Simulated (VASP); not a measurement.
# Cr (Pm-3m) in VASP: notebook

Runs on Cr. Level: RPBE. Tasks: single point.

Everything below comes from runs of VASP 6.6.1. Logs are shortened: lines on timing, memory, paths and dates and some standing lists are left out, and cuts for length are marked.

### Step 1. The cell of the first run

It takes space group Pm-3m (No. 221, cubic). The conventional cell has a = 2.428 Å, b = 2.428 Å, c = 2.428 Å, α = 90.00°, β = 90.00°, γ = 90.00°. Cr (site symmetry m-3m) has 6 Cr at 2.43 Å within 3.2 Å.

### Step 2. Single point, RPBE, collinear spin, antiferromagnetic start (volume scaled by 0.96)

Contents of INCAR:

```
SYSTEM = Cr
  ALGO = Normal
  EDIFF = 1E-6
  ENCUT = 520
  GGA = RP
  ISIF = 2
  ISMEAR = -1
  ISPIN = 2
  LASPH = .True.
  LCHARG = .False.
  LMAXMIX = 4
  LORBIT = 11
  LREAL = .False.
  LWAVE = .False.
  MAGMOM = 2.345 -2.345
  NBANDS = 23
  NELM = 150
  PREC = Accurate
  SIGMA = 0.05
```

Contents of KPOINTS:

```
k-points
0
Gamma
  12 12 12
  0 0 0
```

Contents of POSCAR:

```
Cr
1.0
    0.0000000000      2.4277951710      2.4277951710
    2.4277951710      0.0000000000      2.4277951710
    2.4277951710      2.4277951710      0.0000000000
Cr
2
Direct
    0.0000000000      0.0000000000      0.0000000000
    0.5000000000      0.5000000000      0.5000000000
```

Potentials or basis: VASP PAW PBE potentials, release 64 (Cr_pv).

Launch:

```console
cat potpaw_PBE.64/Cr_pv/POTCAR > POTCAR
mpirun -np 1 vasp_std > vasp.out
```

OUTCAR:

```text
SYSTEM = Cr
   EDIFF = 1E-6
   ENCUT = 520
   GGA = RP
   ISIF = 2
   ISMEAR = -1
   ISPIN = 2
   LASPH = .True.
   LORBIT = 11
   LREAL = .False.
   NELM = 150
   PREC = Accurate

 ion  position               nearest neighbor table
   1  0.000  0.000  0.000-   2 2.43   2 2.43   2 2.43   2 2.43   2 2.43   2 2.43
   2  0.500  0.500  0.500-   1 2.43   1 2.43   1 2.43   1 2.43   1 2.43   1 2.43

  LATTYP: Found a face centered cubic cell.
 ALAT       =     4.8555903420

  Lattice vectors:

 A1 = (   0.0000000000,   2.4277951710,   2.4277951710)
 A2 = (   2.4277951710,   0.0000000000,   2.4277951710)
 A3 = (   2.4277951710,   2.4277951710,   0.0000000000)

Analysis of symmetry for initial positions (statically):
=====================================================================
 Subroutine PRICEL returns following result:

  LATTYP: Found a simple cubic cell.
 ALAT       =     2.4277951710

  Lattice vectors:

 A1 = (  -2.4277951710,   0.0000000000,   0.0000000000)
 A2 = (   0.0000000000,   0.0000000000,   2.4277951710)
 A3 = (   0.0000000000,   2.4277951710,   0.0000000000)

   2 primitive cells build up your supercell.

 Routine SETGRP: Setting up the symmetry group for a
 face centered cubic supercell.

 Subroutine GETGRP returns: Found 48 space group operations
 (whereof 48 operations were pure point group operations)
 out of a pool of 48 trial point group operations.

The static configuration has the point symmetry O_h .

Analysis of symmetry for dynamics (positions and initial velocities):
=====================================================================
 Subroutine PRICEL returns following result:

  LATTYP: Found a simple cubic cell.
 ALAT       =     2.4277951710

  Lattice vectors:

 A1 = (  -2.4277951710,   0.0000000000,   0.0000000000)
 A2 = (   0.0000000000,   0.0000000000,   2.4277951710)
 A3 = (   0.0000000000,   2.4277951710,   0.0000000000)

   2 primitive cells build up your supercell.

 Routine SETGRP: Setting up the symmetry group for a
 face centered cubic supercell.

 Subroutine GETGRP returns: Found 48 space group operations
 (whereof 48 operations were pure point group operations)
 out of a pool of 48 trial point group operations.

The dynamic configuration has the point symmetry O_h .

Analysis of structural, dynamic, and magnetic symmetry:
=====================================================================
 Subroutine PRICEL returns following result:

  LATTYP: Found a simple cubic cell.
 ALAT       =     2.4277951710

  Lattice vectors:

 A1 = (  -2.4277951710,   0.0000000000,   0.0000000000)
 A2 = (   0.0000000000,   0.0000000000,   2.4277951710)
 A3 = (   0.0000000000,   2.4277951710,   0.0000000000)

   2 primitive cells build up your supercell.

 Routine SETGRP: Setting up the symmetry group for a
 face centered cubic supercell.

 Subroutine GETGRP returns: Found 48 space group operations
 (whereof 48 operations were pure point group operations)
 out of a pool of 48 trial point group operations.

The overall configuration has the point symmetry O_h .

 Subroutine INISYM returns: Found 48 space group operations
 (whereof 48 operations are pure point group operations),
 and found     2 'primitive' translations

----------------------------------------------------------------------------------------

                                     Primitive cell

  volume of cell :      14.3099

  direct lattice vectors                    reciprocal lattice vectors
    -2.427795171  0.000000000  0.000000000    -0.411896363  0.000000000  0.000000000
     0.000000000  0.000000000  2.427795171     0.000000000  0.000000000  0.411896363
     0.000000000  2.427795171  0.000000000     0.000000000  0.411896363  0.000000000

  length of vectors
     2.427795171  2.427795171  2.427795171     0.411896363  0.411896363  0.411896363

  position of ions in fractional coordinates (direct lattice)
     0.000000000  0.000000000  0.000000000

  ion indices of the primitive-cell ions
   primitive index   ion index
                 1           1

----------------------------------------------------------------------------------------

 KPOINTS: k-points

Automatic generation of k-mesh.
 Grid dimensions read from file:
 generate k-points for:   12   12   12

 Generating k-lattice:

  Cartesian coordinates                     Fractional coordinates (reciprocal lattice)
    -0.017162348  0.017162348  0.017162348     0.083333333  0.000000000  0.000000000
     0.017162348 -0.017162348  0.017162348     0.000000000  0.083333333  0.000000000
     0.017162348  0.017162348 -0.017162348     0.000000000  0.000000000  0.083333333

  Length of vectors
     0.029726059  0.029726059  0.029726059

  Shift w.r.t. Gamma in fractional coordinates (k-lattice)
     0.000000000  0.000000000  0.000000000

 Subroutine IBZKPT returns following result:
 ===========================================

 Found     72 irreducible k-points:

 Following reciprocal coordinates:
            Coordinates               Weight
  0.000000  0.000000  0.000000      1.000000
  0.083333  0.000000  0.000000      8.000000
  0.166667  0.000000  0.000000      8.000000
  0.250000  0.000000  0.000000      8.000000
  0.333333  0.000000  0.000000      8.000000
  0.416667  0.000000  0.000000      8.000000
[... 16 lines left out ...]
  0.500000  0.166667  0.000000     24.000000
 -0.416667  0.166667  0.000000     24.000000
 [... further k-points ...]
   k-points           NKPTS =     72   k-points in BZ     NKDIM =     72   number of bands    NBANDS=     23
   number of dos      NEDOS =    301   number of ions     NIONS =      2
   total plane-waves  NPLWV =  21952
   dimension x,y,z NGX =    28 NGY =   28 NGZ =   28
   dimension x,y,z NGXF=    56 NGYF=   56 NGZF=   56
   ions per type =               2
   NGX,Y,Z   is equivalent  to a cutoff of  13.56, 13.56, 13.56 a.u.
   NGXF,Y,Z  is equivalent  to a cutoff of  27.12, 27.12, 27.12 a.u.
 SYSTEM =  Cr
   PREC   = accura    normal or accurate (medium, high low for compatibility)
   ISTART =      0    job   : 0-new  1-cont  2-samecut
   ICHARG =      2    charge: 1-file 2-atom 10-const
   ISPIN  =      2    spin polarized calculation?
   LNONCOLLINEAR =      F non collinear calculations
   LSORBIT =      F    spin-orbit coupling
   LASPH  =      T    aspherical Exc in radial PAW
   ENCUT  =  520.0 eV  38.22 Ry    6.18 a.u.   6.38  6.38  6.38*2*pi/ulx,y,z
   NELM   =    150;   NELMIN=  2; NELMDL= -5     # of ELM steps
   EDIFF  = 0.1E-05   stopping-criterion for ELM
   LREAL  =      F    real-space projection
   EDIFFG = 0.1E-04   stopping-criterion for IOM
   NSW    =      0    number of steps for IOM
   IBRION =     -1    ionic relax: 0-MD 1-quasi-New 2-CG
   NFREE  =      0    steps in history (QN), initial steepest desc. (CG)
   ISIF   =      2    stress and relaxation
   ISYM   =      2    0-nonsym 1-usesym 2-fastsym
   POTIM  = 0.5000    time-step for ionic-motion
   TEBEG  =    0.0;   TEEND  =   0.0 temperature during run
   PSTRESS=    0.0 pullay stress
   NELECT =      24.0000    total number of electrons
   NUPDOWN=      -1.0000    fix difference up-down
   EMIN   =  10.00;   EMAX   =-10.00  energy-range for DOS
   EFERMI =   0.00;   METHOD = LEGACY
   ISMEAR =    -1;   SIGMA  =   0.05  broadening in eV -4-tet -1-fermi 0-gaus
   EFERMI_NEDOS =   21; number of points for ismear=-14 and -15
   IALGO  =     38    algorithm
   IMIX   =      4    mixing-type and parameters
     AMIX     =   0.40;   BMIX     =  1.00
     AMIX_MAG =   1.60;   BMIX_MAG =  1.00
  volume/ion in A,a.u.               =      14.31        96.57
  Fermi-wavevector in a.u.,A,eV,Ry     =   1.543796  2.917351 32.426842  2.383306
  Thomas-Fermi vector in A             =   2.649408
   LORBIT       =     11    0 simple, 1 ext, 2 COOP (PROOUT), +10 PAW based schemes
   GGA     = RP    functional components
   LHFCALC =     F    Hartree Fock is set to
   AEXX    =    0.0000 exact exchange contribution
   IVDW    =     0    specifies the selected vdW correction
   LEPSILON=     F    determine dielectric tensor
   LRPA    =     F    only Hartree local field effects (RPA)
 spin polarized calculation
  energy-cutoff  :      520.00
  volume of cell :       28.62
 maximum number of plane-waves:       789
 NGX is ok and might be reduce to    28
   NGX = 13   NGY = 13   NGZ = 13

 number of electron      24.0000006 magnetization       0.0000000

 number of electron      24.0000006 magnetization      -0.0000000

 Free energy of the ion-electron system (eV)
  ---------------------------------------------------
  ext. energy  EPLUGINS =         0.00000000
  ---------------------------------------------------
  free energy    TOTEN  =       -16.06185035 eV

  energy without entropy =      -16.04258287  energy(sigma->0) =      -16.05221661

 E-fermi :   8.3542     XC(G=0): -12.1506

 val. band max:        8.3525971202   @ k =  -0.4167   0.5000   0.0833
 cond. band min:       8.3586931929   @ k =  -0.3333   0.5000   0.1667
 fundamental gap:      0.0060960727
 Fermi energy:         8.3541513819

 spin component 1

 k-point     1 :       0.0000    0.0000    0.0000
  band No.  band energies     occupation
      1     -35.2267      1.00000
      2     -35.2267      1.00000
      3     -35.2267      1.00000
      4     -32.8777      1.00000
      5     -32.8777      1.00000
      6     -32.8777      1.00000
[... 15 lines left out ...]
     22      21.0885      0.00000
     23      21.0885      0.00000
[... 575 lines left out ...]
      1     -35.2519      1.00000
      2     -35.2260      1.00000
      3     -35.2116      1.00000
      4     -32.9428      1.00000
      5     -32.9189      1.00000
      6     -32.8999      1.00000
[... 15 lines left out ...]
     22      19.3843      0.00000
     23      21.8814      0.00000

 [... further k-points ...]

 spin component 2

 k-point     1 :       0.0000    0.0000    0.0000
  band No.  band energies     occupation
      1     -35.2267      1.00000
      2     -35.2267      1.00000
      3     -35.2267      1.00000
      4     -32.8777      1.00000
      5     -32.8777      1.00000
      6     -32.8777      1.00000
[... 15 lines left out ...]
     22      21.0885      0.00000
     23      21.0885      0.00000
[... 575 lines left out ...]
      1     -35.2519      1.00000
      2     -35.2260      1.00000
      3     -35.2116      1.00000
      4     -32.9428      1.00000
      5     -32.9189      1.00000
      6     -32.8999      1.00000
[... 15 lines left out ...]
     22      19.3843      0.00000
     23      21.8814      0.00000

 [... further k-points ...]
[... 5 lines left out ...]
  --------------------------------------------------------------------------------------
  -------------------------------------------------------------------------------------
  Total        0.3383267      0.3383267      0.3383267      0.0000000      0.0000000     -0.0000000
  in kB       18.9400337     18.9400337     18.9400337      0.0000000      0.0000000     -0.0000000
  external PRESSURE =      18.9400337 kB  Pullay stress =       0.0000000 kB

 VOLUME and BASIS-vectors are now :
 -----------------------------------------------------------------------------
  energy-cutoff  :      520.00
  volume of cell :       28.62
      direct lattice vectors                 reciprocal lattice vectors
     0.000000000  2.427795171  2.427795171    -0.205948181  0.205948181  0.205948181
     2.427795171  0.000000000  2.427795171     0.205948181 -0.205948181  0.205948181
     2.427795171  2.427795171  0.000000000     0.205948181  0.205948181 -0.205948181

 POSITION                                       TOTAL-FORCE (eV/Angst)
 -----------------------------------------------------------------------------------
      0.00000      0.00000      0.00000        -0.000000      0.000000     -0.000000
      2.42780      2.42780      2.42780         0.000000     -0.000000      0.000000
 -----------------------------------------------------------------------------------
    total drift:                                0.000000      0.000000      0.000000

  FREE ENERGIE OF THE ION-ELECTRON SYSTEM (eV)
  ---------------------------------------------------
  free  energy   TOTEN  =       -16.0618503499 eV

  energy  without entropy=      -16.0425828658  energy(sigma->0) =      -16.05221661

 total charge

# of ion       s       p       d       tot
------------------------------------------
    1        0.423   6.222   4.268  10.914
    2        0.423   6.222   4.268  10.914
--------------------------------------------------
tot          0.846  12.445   8.536  21.827

 magnetization (x)

# of ion       s       p       d       tot
------------------------------------------
    1        0.037  -0.020   2.235   2.253
    2       -0.037   0.020  -2.235  -2.253
--------------------------------------------------
tot          0.000   0.000  -0.000  -0.000
```

Wall time 91 s (1 thread of Intel Xeon 6975P-C, shared host); peak memory 0.21 GiB.

Results:

- Free energy: -16.0619 eV
- Pressure: 1.9 GPa
- Band gap on the k mesh: zero (filled and empty bands overlap)
- Net moment: 0.00 μB per cell
- Site moments: Cr +2.25, -2.25 μB
- Valence electrons inside the program's atomic spheres: Cr 10.91

Levels at points of the mesh, in eV from the Fermi level:
Spin up:
```
           k point  band 10  band 11  band 12  band 13  band 14  band 15
(0.00, 0.00, 0.00)    -2.31    -2.31    -2.31     2.86     2.86     2.86
(0.50, 0.00, 0.00)    -1.24    -0.19    -0.19     0.46     0.46     1.48
(0.50, 0.50, 0.00)    -1.07    -0.62     0.00     0.00     2.29     2.29
```
Spin down:
```tsv
k point	band 8	band 9	band 10	band 11	band 12	band 13	band 14	band 15	band 16	band 17
(0.00, 0.00, 0.00)	-2.50	-2.50	-2.31	-2.31	-2.31	2.86	2.86	2.86	3.97	3.97
(0.50, 0.00, 0.00)	-2.68	-1.24	-1.24	-0.19	-0.19	0.46	0.46	1.48	1.95	1.95
(0.50, 0.50, 0.00)	-2.81	-1.85	-1.07	-0.62	0.00	0.00	2.29	2.29	2.90	3.91
```

Caveat: the cell differs from its parent crystal (volume scaled by 0.96); the PAW data sets were made with another functional, which shifts forces and pressure a little.

### Step 3. Single point, RPBE, collinear spin, antiferromagnetic start

This run uses another cell than the first one, of 14.91 Å³/atom, 1.042 times its volume.

Contents of INCAR:

```
SYSTEM = Cr
ALGO = Normal
EDIFF = 1E-6
ENCUT = 520
GGA = RP
ISIF = 2
ISMEAR = -1
ISPIN = 2
LASPH = .TRUE.
LCHARG = .FALSE.
LMAXMIX = 4
LORBIT = 11
LREAL = .FALSE.
LWAVE = .FALSE.
MAGMOM = 1.5 -1.5
NBANDS = 23
NELM = 150
PREC = Accurate
SIGMA = 0.05
```

Contents of KPOINTS:

```
k-points
0
G
  12 12 12
  0 0 0
```

Contents of POSCAR:

```
Cr
1.0
    0.0000000000      2.4610567723      2.4610567723
    2.4610567723      0.0000000000      2.4610567723
    2.4610567723      2.4610567723      0.0000000000
Cr
2
Direct
    0.0000000000      0.0000000000      0.0000000000
    0.5000000000      0.5000000000      0.5000000000
```

Potentials or basis: VASP PAW PBE potentials, release 64 (Cr_pv).

Launch:

```console
cat potpaw_PBE.64/Cr_pv/POTCAR > POTCAR
mpirun -np 1 vasp_std > vasp.out
```

It took 96 s on 1 thread of Intel Xeon 6975P-C, shared host; peak memory 0.21 GiB.

It converged, with:

```yaml
Free_energy: -16.0711 eV
Pressure: 0.4 GPa
Band_gap_on_the_k_mesh: zero (filled and empty bands overlap)
Net_moment: 0.00 μB per cell
Site_moments: Cr +2.52, -2.52 μB
Valence_electrons_inside_the_program's_atomic_spheres: Cr 10.86
```

Levels at points of the mesh, in eV from the Fermi level:
Spin up:
| k point | band 9 | band 10 | band 11 | band 12 | band 13 | band 14 | band 15 | band 16 |
| --- | --- | --- | --- | --- | --- | --- | --- | --- |
| (0.00, 0.00, 0.00) | -2.37 | -2.19 | -2.19 | -2.19 | 2.87 | 2.87 | 2.87 | 3.91 |
| (0.50, 0.00, 0.00) | -1.27 | -1.27 | -0.28 | -0.28 | 0.63 | 0.63 | 1.28 | 2.12 |
| (0.50, 0.50, 0.00) | -1.76 | -0.98 | -0.66 | -0.10 | -0.10 | 2.44 | 2.44 | 2.87 |
Spin down:
```csv
k point,band 9,band 10,band 11,band 12,band 13,band 14,band 15,band 16
"(0.00, 0.00, 0.00)",-2.37,-2.19,-2.19,-2.19,2.87,2.87,2.87,3.91
"(0.50, 0.00, 0.00)",-1.27,-1.27,-0.28,-0.28,0.63,0.63,1.28,2.12
"(0.50, 0.50, 0.00)",-1.76,-0.98,-0.66,-0.10,-0.10,2.44,2.44,2.87
```

Caveat: the PAW data sets were made with another functional, which shifts forces and pressure a little.

[end of part 1 of 2]
